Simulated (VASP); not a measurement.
A run of VASP 6.6.1:

File POSCAR:

```
AlAs
1.0
    0.0000000000      2.8304000400      2.8304000400
    2.8304000400      0.0000000000      2.8304000400
    2.8304000400      2.8304000400      0.0000000000
Al As
1 1
Direct
    0.0000000000      0.0000000000      0.0000000000
    0.7500000000      0.7500000000      0.7500000000
```

File INCAR.step1:

```
SYSTEM = AlAs
PREC = Accurate ; ENCUT = 550
ISMEAR = 0 ; SIGMA = 0.05
LREAL = .False. ; LASPH = .True.
NELM = 120 ; NBANDS = 11
GGA = PE ; ALGO = Normal
EDIFF = 1E-5 ; LWAVE = .True.
LCHARG = .False. ; GGA_COMPAT = .False.
```

Contents of INCAR.step2:

```
SYSTEM = AlAs
PREC = Accurate ; ENCUT = 550
EDIFF = 1E-6 ; ISMEAR = 0
SIGMA = 0.05 ; LREAL = .False.
LASPH = .True. ; NELM = 120
ALGO = Normal ; ISIF = 2
LWAVE = .False. ; LCHARG = .False.
METAGGA = R2SCAN ; LMIXTAU = .True.
IVDW = 12 ; VDW_S6 = 1.0
VDW_S8 = 0.78981345 ; VDW_A1 = 0.49484001
VDW_A2 = 5.73083694 ; NBANDS = 11
ISTART = 1 ; GGA_COMPAT = .False.
```

File KPOINTS:

```
regular mesh
0
Gamma
  8 8 8
  0 0 0
```

Potentials or basis: VASP PAW PBE potentials, release 64 (Al, As).

The run is started by

```sh
$ cat potpaw_PBE.64/Al/POTCAR potpaw_PBE.64/As/POTCAR > POTCAR
$ cp INCAR.step1 INCAR
$ mpirun -np 1 vasp_std > vasp.out
$ cp INCAR.step2 INCAR
$ mpirun -np 1 vasp_std > vasp.out
```

Hardware: 1 thread of Intel(R) Xeon(R) 6975P-C (Granite Rapids), on a shared host.

How long does it take, and how much memory?

Wall time 47 s on 1 thread of Intel(R) Xeon(R) 6975P-C (Granite Rapids), on a shared host, peak memory 0.2 GiB. Counts: k points 29.
